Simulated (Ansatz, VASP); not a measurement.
# ZrC in VASP and in Ansatz

The input INCAR:

```
PREC = Accurate ; ENCUT = 520
EDIFF = 1E-7 ; ISMEAR = 0
SIGMA = 0.15 ; LREAL = F
LASPH = T ; NELM = 60
ALGO = Normal ; ISIF = 2
LWAVE = F ; LCHARG = F
GGA = PE ; NBANDS = 15
```

The input KPOINTS:

```
Automatic mesh
0
Gamma
  18 18 18
```

The input POSCAR:

```
ZrC
1.0
    0.0000000000      2.4442184000      2.4442184000
    2.4442184000      0.0000000000      2.4442184000
    2.4442184000      2.4442184000      0.0000000000
Zr C
1 1
Direct
    0.5000000000      0.5000000000      0.5000000000
    0.0000000000      0.0000000000      0.0000000000
```

Input for Ansatz:

```yaml
crystal:
  lattice:
    - [0.0, 2.4442184, 2.4442184]
    - [2.4442184, 0.0, 2.4442184]
    - [2.4442184, 2.4442184, 0.0]
  atoms:
    - { symbol: Zr, position: [0.5, 0.5, 0.5] }
    - { symbol: C, position: [0.0, 0.0, 0.0] }
basis:
  ecutwfc: 420
kpoints:
  mp_grid: { grid: [18, 18, 18] }
hamiltonian:
  xc: pbe
scf:
  occupations: { method: gaussian, width: 0.15 }
output:
  forces: true
  stress: true
  eigenvalues: true
```

Change from the starting cell: strain +0.040 along x and y, +0.040 along z, atoms carried along.

Alike in both runs: task single point; functional PBE; k mesh 18 × 18 × 18; occupations gaussian, width 0.15 eV; no spin polarisation.

|  | VASP | Ansatz |
| --- | --- | --- |
| version | VASP 6.6.1 | Ansatz 0.2.0 |
| potentials or method | VASP PAW PBE potentials, release 64 (Zr_sv, C), cutoff 520 eV | scalar-relativistic, plane waves, PAW |
| valence electrons in the cell | 16 | 16 |

Ansatz gave:

| Property | Result |
| --- | --- |
| gap on the k mesh at the Fermi level (eV) | none |
| pressure (GPa) | -19.8 |

Q: What did VASP give for the same quantities?

A: gap on the k mesh at the Fermi level (eV): none; pressure (GPa): -19.7.

A gap of «none» marks a metal or a gap that the smearing closes.
